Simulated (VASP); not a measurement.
# PbS (km) (Fm-3m) in VASP: single point with PBEsol

Aim: the single point of PbS (km) with PBEsol.

All numbers are computed with VASP 6.6.1; they aren't measurements. Logs are shortened: lines on timing, memory, paths and dates and some standing lists are left out, and cuts for length are marked.

## 1. The cell of the first run

Symmetry: Fm-3m, No. 225, cubic system. Conventional cell: a = 5.903 Å, b = 5.903 Å, c = 5.903 Å, α = 90.00°, β = 90.00°, γ = 90.00°. Pb (site symmetry m-3m) has 6 S at 2.95 Å within 3.9 Å. Within 3.9 Å of S (site symmetry m-3m) lie 6 Pb at 2.95 Å.

## 2. Single point, PBEsol

INCAR reads:

```
SYSTEM = PbS
PREC     = Accurate       ! precision mode
ENCUT    = 500            ! plane-wave cutoff, eV
EDIFF    = 1E-6           ! SCF threshold, eV
ISMEAR   = 0              ! smearing method
SIGMA    = 0.02           ! smearing width, eV
LREAL    = .FALSE.        ! projectors in reciprocal space
LASPH    = .TRUE.         ! aspherical terms in the spheres
NELM     = 120            ! most SCF steps
ALGO     = Normal         ! electronic algorithm
ISIF     = 2              ! what is computed and relaxed
LWAVE    = .FALSE.        ! write WAVECAR
LCHARG   = .TRUE.         ! write CHGCAR
GGA      = PS             ! functional
LELF     = .TRUE.         ! ELF
LVHAR    = .TRUE.       
NBANDS   = 17             ! bands
GGA_COMPAT= .FALSE.
```

KPOINTS reads:

```
regular mesh
0
G
  4 4 4
  0 0 0
```

POSCAR reads:

```
PbS
1.0
    0.0000000000      2.9516717171      2.9516717171
    2.9516717171      0.0000000000      2.9516717171
    2.9516717171      2.9516717171      0.0000000000
Pb S
1 1
Direct
    0.5000000000      0.5000000000      0.5000000000
    0.0000000000      0.0000000000      0.0000000000
```

Potentials or basis: VASP PAW PBE potentials, release 64 (Pb_d, S).

The run is started by

```console
$ cat potpaw_PBE.64/Pb_d/POTCAR potpaw_PBE.64/S/POTCAR > POTCAR
$ mpirun -np 1 vasp_std > vasp.out
```

OUTCAR:

```text
SYSTEM = PbS
   PREC = Accurate
   ENCUT = 500
   EDIFF = 1E-6
   ISMEAR = 0
   LREAL = .FALSE.
   LASPH = .TRUE.
   NELM = 120
   ISIF = 2
   GGA = PS

 ion  position               nearest neighbor table
   1  0.500  0.500  0.500-   2 2.95   2 2.95   2 2.95   2 2.95   2 2.95   2 2.95
   2  0.000  0.000  0.000-   1 2.95   1 2.95   1 2.95   1 2.95   1 2.95   1 2.95

  LATTYP: Found a face centered cubic cell.
 ALAT       =     5.9033434342

  Lattice vectors:

 A1 = (   0.0000000000,   2.9516717171,   2.9516717171)
 A2 = (   2.9516717171,   0.0000000000,   2.9516717171)
 A3 = (   2.9516717171,   2.9516717171,   0.0000000000)

Analysis of symmetry for initial positions (statically):
=====================================================================
 Subroutine PRICEL returns:
 Original cell was already a primitive cell.

 Routine SETGRP: Setting up the symmetry group for a
 face centered cubic supercell.

 Subroutine GETGRP returns: Found 48 space group operations
 (whereof 48 operations were pure point group operations)
 out of a pool of 48 trial point group operations.

The static configuration has the point symmetry O_h .

Analysis of symmetry for dynamics (positions and initial velocities):
=====================================================================
 Subroutine PRICEL returns:
 Original cell was already a primitive cell.

 Routine SETGRP: Setting up the symmetry group for a
 face centered cubic supercell.

 Subroutine GETGRP returns: Found 48 space group operations
 (whereof 48 operations were pure point group operations)
 out of a pool of 48 trial point group operations.

The dynamic configuration has the point symmetry O_h .

 Subroutine INISYM returns: Found 48 space group operations
 (whereof 48 operations are pure point group operations),
 and found     1 'primitive' translations

----------------------------------------------------------------------------------------

                                     Primitive cell

  volume of cell :      51.4321

  direct lattice vectors                    reciprocal lattice vectors
     0.000000000  2.951671717  2.951671717    -0.169395532  0.169395532  0.169395532
     2.951671717  0.000000000  2.951671717     0.169395532 -0.169395532  0.169395532
     2.951671717  2.951671717  0.000000000     0.169395532  0.169395532 -0.169395532

  length of vectors
     4.174294174  4.174294174  4.174294174     0.293401668  0.293401668  0.293401668

  position of ions in fractional coordinates (direct lattice)
     0.500000000  0.500000000  0.500000000
     0.000000000  0.000000000  0.000000000

  ion indices of the primitive-cell ions
   primitive index   ion index
                 1           1
                 2           2

----------------------------------------------------------------------------------------

 KPOINTS: regular mesh

Automatic generation of k-mesh.
 Grid dimensions read from file:
 generate k-points for:    4    4    4

 Generating k-lattice:

  Cartesian coordinates                     Fractional coordinates (reciprocal lattice)
    -0.042348883  0.042348883  0.042348883     0.250000000  0.000000000  0.000000000
     0.042348883 -0.042348883  0.042348883     0.000000000  0.250000000  0.000000000
     0.042348883  0.042348883 -0.042348883     0.000000000  0.000000000  0.250000000

  Length of vectors
     0.073350417  0.073350417  0.073350417

  Shift w.r.t. Gamma in fractional coordinates (k-lattice)
     0.000000000  0.000000000  0.000000000

 Subroutine IBZKPT returns following result:
 ===========================================

 Found      8 irreducible k-points:

 Following reciprocal coordinates:
            Coordinates               Weight
  0.000000  0.000000  0.000000      1.000000
  0.250000  0.000000  0.000000      8.000000
  0.500000  0.000000  0.000000      4.000000
  0.250000  0.250000  0.000000      6.000000
  0.500000  0.250000  0.000000     24.000000
 -0.250000  0.250000  0.000000     12.000000
  0.500000  0.500000  0.000000      3.000000
 -0.250000  0.500000  0.250000      6.000000
   k-points           NKPTS =      8   k-points in BZ     NKDIM =      8   number of bands    NBANDS=     17
   number of dos      NEDOS =    301   number of ions     NIONS =      2
   total plane-waves  NPLWV =  27000
   dimension x,y,z NGX =    30 NGY =   30 NGZ =   30
   dimension x,y,z NGXF=    60 NGYF=   60 NGZF=   60
   ions per type =               1   1
   NGX,Y,Z   is equivalent  to a cutoff of  11.95, 11.95, 11.95 a.u.
   NGXF,Y,Z  is equivalent  to a cutoff of  23.90, 23.90, 23.90 a.u.
 SYSTEM =  PbS
   PREC   = accura    normal or accurate (medium, high low for compatibility)
   ISTART =      0    job   : 0-new  1-cont  2-samecut
   ICHARG =      2    charge: 1-file 2-atom 10-const
   ISPIN  =      1    spin polarized calculation?
   LNONCOLLINEAR =      F non collinear calculations
   LSORBIT =      F    spin-orbit coupling
   LASPH  =      T    aspherical Exc in radial PAW
   ENCUT  =  500.0 eV  36.75 Ry    6.06 a.u.   7.61  7.61  7.61*2*pi/ulx,y,z
   NELM   =    120;   NELMIN=  2; NELMDL= -5     # of ELM steps
   EDIFF  = 0.1E-05   stopping-criterion for ELM
   LREAL  =      F    real-space projection
   EDIFFG = 0.1E-04   stopping-criterion for IOM
   NSW    =      0    number of steps for IOM
   IBRION =     -1    ionic relax: 0-MD 1-quasi-New 2-CG
   NFREE  =      0    steps in history (QN), initial steepest desc. (CG)
   ISIF   =      2    stress and relaxation
   ISYM   =      2    0-nonsym 1-usesym 2-fastsym
   POTIM  = 0.5000    time-step for ionic-motion
   TEBEG  =    0.0;   TEEND  =   0.0 temperature during run
   PSTRESS=    0.0 pullay stress
   NELECT =      20.0000    total number of electrons
   NUPDOWN=      -1.0000    fix difference up-down
   EMIN   =  10.00;   EMAX   =-10.00  energy-range for DOS
   EFERMI =   0.00;   METHOD = LEGACY
   ISMEAR =     0;   SIGMA  =   0.02  broadening in eV -4-tet -1-fermi 0-gaus
   EFERMI_NEDOS =   21; number of points for ismear=-14 and -15
   IALGO  =     38    algorithm
   IMIX   =      4    mixing-type and parameters
     AMIX     =   0.40;   BMIX     =  1.00
     AMIX_MAG =   1.60;   BMIX_MAG =  1.00
  volume/ion in A,a.u.               =      25.72       173.54
  Fermi-wavevector in a.u.,A,eV,Ry     =   1.194924  2.258078 19.426973  1.427842
  Thomas-Fermi vector in A             =   2.330902
   LORBIT       =      0    0 simple, 1 ext, 2 COOP (PROOUT), +10 PAW based schemes
   GGA     = PS    functional components
   LHFCALC =     F    Hartree Fock is set to
   AEXX    =    0.0000 exact exchange contribution
   IVDW    =     0    specifies the selected vdW correction
   LEPSILON=     F    determine dielectric tensor
   LRPA    =     F    only Hartree local field effects (RPA)
 non-spin polarized calculation
 Gauss-broadening in eV      SIGMA  =   0.02
  energy-cutoff  :      500.00
  volume of cell :       51.43
 maximum number of plane-waves:      1323
   NGX = 15   NGY = 15   NGZ = 15

 number of electron      20.0000006 magnetization

 Free energy of the ion-electron system (eV)
  ---------------------------------------------------
  ext. energy  EPLUGINS =         0.00000000
  ---------------------------------------------------
  free energy    TOTEN  =        -9.44313813 eV

  energy without entropy =       -9.44313813  energy(sigma->0) =       -9.44313813

 E-fermi :   5.9963     XC(G=0):  -9.9559

 val. band max:        5.8919670780   @ k =   0.5000   0.0000   0.0000
 cond. band min:       6.0927563730   @ k =   0.5000   0.0000   0.0000
 fundamental gap:      0.2007892950
 Fermi energy:         5.9963293704

 k-point     1 :       0.0000    0.0000    0.0000
  band No.  band energies     occupation
      1     -10.8886      2.00000
      2     -10.8886      2.00000
      3     -10.8886      2.00000
      4     -10.8761      2.00000
      5     -10.8761      2.00000
      6      -7.8592      2.00000
[... 9 lines left out ...]
     16      12.4842      0.00000
     17      14.2738      0.00000

 k-point     2 :       0.2500    0.0000    0.0000
  band No.  band energies     occupation
      1     -10.8957      2.00000
      2     -10.8957      2.00000
      3     -10.8867      2.00000
      4     -10.8610      2.00000
      5     -10.8610      2.00000
      6      -7.3360      2.00000
[... 9 lines left out ...]
     16      13.7287      0.00000
     17      17.6488      0.00000

 k-point     3 :       0.5000    0.0000    0.0000
  band No.  band energies     occupation
      1     -10.9119      2.00000
      2     -10.9119      2.00000
      3     -10.8860      2.00000
      4     -10.8365      2.00000
      5     -10.8365      2.00000
      6      -6.5545      2.00000
[... 9 lines left out ...]
     16      15.9432      0.00000
     17      16.3711      0.00000

 k-point     4 :       0.2500    0.2500    0.0000
  band No.  band energies     occupation
      1     -10.9412      2.00000
      2     -10.9026      2.00000
      3     -10.8621      2.00000
      4     -10.8563      2.00000
      5     -10.8563      2.00000
      6      -7.1351      2.00000
[... 9 lines left out ...]
     16      15.8346      0.00000
     17      15.8432      0.00000

 k-point     5 :       0.5000    0.2500    0.0000
  band No.  band energies     occupation
      1     -10.9755      2.00000
      2     -10.8907      2.00000
      3     -10.8779      2.00000
      4     -10.8468      2.00000
      5     -10.8318      2.00000
      6      -6.3419      2.00000
[... 9 lines left out ...]
     16      16.5725      0.00000
     17      17.2434      0.00000

 k-point     6 :      -0.2500    0.2500    0.0000
  band No.  band energies     occupation
      1     -10.9296      2.00000
      2     -10.8943      2.00000
      3     -10.8735      2.00000
      4     -10.8555      2.00000
      5     -10.8538      2.00000
      6      -6.6257      2.00000
[... 9 lines left out ...]
     16      15.6493      0.00000
     17      16.5463      0.00000

 k-point     7 :       0.5000    0.5000    0.0000
  band No.  band energies     occupation
      1     -11.0480      2.00000
      2     -10.9167      2.00000
      3     -10.8480      2.00000
      4     -10.8223      2.00000
      5     -10.8223      2.00000
      6      -6.0881      2.00000
[... 9 lines left out ...]
     16      18.1351      0.00000
     17      18.1437      0.00000

 k-point     8 :      -0.2500    0.5000    0.2500
  band No.  band energies     occupation
      1     -10.9990      2.00000
      2     -10.8748      2.00000
      3     -10.8710      2.00000
      4     -10.8710      2.00000
      5     -10.8223      2.00000
      6      -6.0467      2.00000
[... 9 lines left out ...]
     16      17.8748      0.00000
     17      18.1225      0.00000

------------------------ aborting loop because EDIFF is reached ----------------------------------------

  FORCE on cell =-STRESS in cart. coord.  units (eV):
  Direction    XX          YY          ZZ          XY          YZ          ZX
  --------------------------------------------------------------------------------------
  -------------------------------------------------------------------------------------
  Total        0.0100715      0.0100715      0.0100715      0.0000000     -0.0000000      0.0000000
  in kB        0.3137418      0.3137418      0.3137418      0.0000000     -0.0000000      0.0000000
  external PRESSURE =       0.3137418 kB  Pullay stress =       0.0000000 kB

 VOLUME and BASIS-vectors are now :
 -----------------------------------------------------------------------------
  energy-cutoff  :      500.00
  volume of cell :       51.43
      direct lattice vectors                 reciprocal lattice vectors
     0.000000000  2.951671717  2.951671717    -0.169395532  0.169395532  0.169395532
     2.951671717  0.000000000  2.951671717     0.169395532 -0.169395532  0.169395532
     2.951671717  2.951671717  0.000000000     0.169395532  0.169395532 -0.169395532

 POSITION                                       TOTAL-FORCE (eV/Angst)
 -----------------------------------------------------------------------------------
      2.95167      2.95167      2.95167        -0.000000      0.000000      0.000000
      0.00000      0.00000      0.00000         0.000000     -0.000000     -0.000000
 -----------------------------------------------------------------------------------
    total drift:                                0.000000      0.000000      0.000000

  FREE ENERGIE OF THE ION-ELECTRON SYSTEM (eV)
  ---------------------------------------------------
  free  energy   TOTEN  =        -9.4431381345 eV

  energy  without entropy=       -9.4431381345  energy(sigma->0) =       -9.44313813
```

It used 21 s of CPU time on 1 thread of AMD EPYC 7R13 Processor (Zen 3), on a shared host.

Results:

```
Free energy            : -9.4431 eV
Pressure               : 0.0 GPa
Band gap on the k mesh : 0.20 eV, direct
```

Levels at points of the mesh, in eV from the valence-band top:
```csv
k point,band 8,band 9,band 10,band 11,band 12,band 13
"(0.00, 0.00, 0.00)",-2.26,-2.26,-2.26,5.19,5.19,5.19
"(0.50, 0.00, 0.00)",-1.85,-1.85,0.00,0.20,1.85,1.85
"(0.50, 0.50, 0.00)",-5.40,-3.58,-3.58,3.64,5.56,5.68
```

Caveat: the k points lie up to 0.46 Å⁻¹ apart; the PAW data sets were made with another functional, which shifts forces and pressure a little; spin-orbit coupling is left out, which moves the levels of the heavy elements.
